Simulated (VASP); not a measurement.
Wanted: the native input for a VASP 6.6.1 run.

| Item | Value |
| --- | --- |
| Task | single point |
| Functional | LDA |
| Potentials or basis | VASP PAW LDA potentials, release 64 (C) |
| Cutoff | 520 eV |
| k mesh | 12 × 12 × 4 |
| Occupations | gaussian, width 0.05 eV |
| Spin | no spin polarisation |
| Dipole correction | no |
| Further INCAR settings | ALGO = Normal; EDIFF = 1e-06; NBANDS = 26 |

The structure of C lies in POSCAR:

```
C
1.0
    2.4314921993      0.0000000000      0.0000000000
   -1.2157460996      2.1057340137      0.0000000000
    0.0000000000      0.0000000000      8.5978723127
C
8
Direct
    0.0000000000      0.0000000000      0.0900147857
    0.0000000000      0.0000000000      0.5900147857
    0.0000000000      0.0000000000      0.4099852143
    0.0000000000      0.0000000000      0.9099852143
    0.3333333333      0.6666666667      0.1578160184
    0.6666666667      0.3333333333      0.6578160184
    0.3333333333      0.6666666667      0.3421839816
    0.6666666667      0.3333333333      0.8421839816
```

This cell differs from its parent crystal: mode 21 frozen in at -0.024 Å, strain +e along z and -e/2 along x and y +0.0467.

These files were run (other wordings do the same):

INCAR

```
SYSTEM = C
PREC = Accurate
ENCUT = 520
EDIFF = 1E-6
ISMEAR = 0
SIGMA = 0.05
LREAL = .FALSE.
LASPH = .TRUE.
NELM = 80
ALGO = Normal
ISIF = 2
LWAVE = .FALSE.
LCHARG = .TRUE.
GGA = CA
LELF = .TRUE.
LVHAR = .TRUE.
NBANDS = 26
```

KPOINTS

```
Automatic mesh
0
G
  12 12 4
  0 0 0
```

Potentials or basis: VASP PAW LDA potentials, release 64 (C).

Command:

```sh
$ cat potpaw_LDA.64/C/POTCAR > POTCAR
$ mpirun -np 1 vasp_std > vasp.out
```

It gave:

* Pressure: 2.8 GPa
* Largest force: 1.705 eV/Å
* Band gap on the k mesh: 3.74 eV, indirect (least direct gap 3.94 eV)

Caveat: the cell differs from its parent crystal (mode 21 frozen in at -0.024 Å, strain +e along z and -e/2 along x and y +0.0467); forces of over 1 eV/Å act on the atoms, so gaps and moduli don't describe the material at rest.

Wall time 51 s on 1 thread of AMD EPYC 7R43 64-Core Processor (Zen 3), with other jobs on the host, peak memory 0.12 GiB.
